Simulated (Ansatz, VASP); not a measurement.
Two plane-wave programs on HgTe

```
Hg Te
1.0
    -3.04560    3.04560    1.55941
     3.04560   -3.04560    1.55941
     3.04560    3.04560   -1.55941
Hg Te
1 1
Direct
  0.75000 0.25000 0.50000
  0.00000 0.00000 0.00000
```

Alike in both runs: task single point; functional LDA; k mesh 10 × 10 × 10; occupations fermi-dirac, width 0.05 eV; no spin polarisation.

```csv
,VASP,Ansatz
version,VASP 6.6.1,Ansatz 0.2.0
potentials or method,"VASP PAW LDA potentials, release 64 (Hg, Te)",Ansatz PAW
plane-wave cutoff (eV),520,420
valence electrons in the cell,18,36
```

VASP gave:

- gap on the k mesh at the Fermi level (eV): none
- pressure (GPa): -4.7
- traceless stress, the component that is largest in VASP (GPa): 2.70

Task: Estimate Ansatz's values.

Result: gap on the k mesh at the Fermi level (eV): none; pressure (GPa): -4.9; traceless stress, the component that is largest in VASP (GPa): 2.65.

LDA's correlation is that of Perdew and Zunger in VASP and of Perdew and Wang (1992) in Ansatz. A gap of «none» marks a metal or a gap that the smearing closes. VASP's potentials hold 18 valence electrons a cell and Ansatz's 36, so a difference there can come from the potentials and not from the codes.

Spin-orbit coupling is off throughout.
